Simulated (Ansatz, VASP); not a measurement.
**V in VASP and in Ansatz**

```xyz
2
Lattice="0.0000 2.6871 2.6871 2.6871 0.0000 2.6871 2.6871 2.6871 0.0000" Properties=species:S:1:pos:R:3 pbc="T T T"
V     0.0000    0.0000    0.0000
V     1.3436    1.3436    1.3436
```

Change from the starting cell: volume scaled by 0.95, crystal datasets.

Alike in both runs: task electric field gradients; functional PBE; k mesh 10 × 10 × 10; occupations fermi-dirac, width 0.08 eV; collinear spin.

```csv
,VASP,Ansatz
version,VASP 6.6.1,Ansatz 0.2.0
potentials or method,"VASP PAW PBE potentials, release 64 (V_sv), cutoff 520 eV","all-electron PAW with datasets made for the crystal, scalar-relativistic"
```

VASP gave:

```
pressure (GPa)                                                : 3.7
net moment per atom (μB)                                      : 1.81
size of the moment on the site where the two differ most (μB) : 1.67
```

**Question.** Estimate Ansatz's values.

**Answer.** Pressure (GPa): 3.3; net moment per atom (μB): 1.81; size of the moment on the site where the two differ most (μB): 1.38.

Site moments also hang on the region over which each program counts them. Ansatz ran all-electron here, and VASP with PAW potentials.
